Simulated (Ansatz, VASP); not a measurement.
# One calculation of BiSe4, two programs

```xyz
5
Lattice="5.2136 0.0000 0.0000 0.0000 5.2136 0.0000 0.0000 0.0000 5.2136" Properties=species:S:1:pos:R:3 pbc="T T T"
Bi    0.0000    0.0000    0.0000
Se    1.6013    3.6123    3.6123
Se    3.6123    1.6013    3.6123
Se    3.6123    3.6123    1.6013
Se    1.6013    1.6013    1.6013
```

Change from the starting cell: species swapped into the SnI4 type (P-43m, No. 215).

Alike in both runs: task relaxation of cell and atoms; functional PBE; k mesh 8 × 8 × 8; occupations gaussian, width 0.1 eV; no spin polarisation.

|  | VASP | Ansatz |
| --- | --- | --- |
| version | VASP 6.6.1 | Ansatz 0.2.0 |
| potentials or method | VASP PAW PBE potentials, release 64 (Bi_d, Se), cutoff 600 eV | scalar-relativistic, plane waves, PAW |
| valence electrons in the cell | 39 | 79 |

```csv
,VASP,Ansatz,Ansatz less VASP
"gap on the k mesh at the Fermi level, each at its own relaxed structure (eV)",none,none,-
relaxed volume (Å³/atom),28.41,28.43,+0.026
relaxed cell length with the largest relative difference (Å),5.218,5.219,+0.0016
```

A gap of «none» marks a metal or a gap that the smearing closes. VASP's potentials hold 39 valence electrons a cell and Ansatz's 79, so a difference there can come from the potentials and not from the codes.

Neither program's run includes spin-orbit coupling.
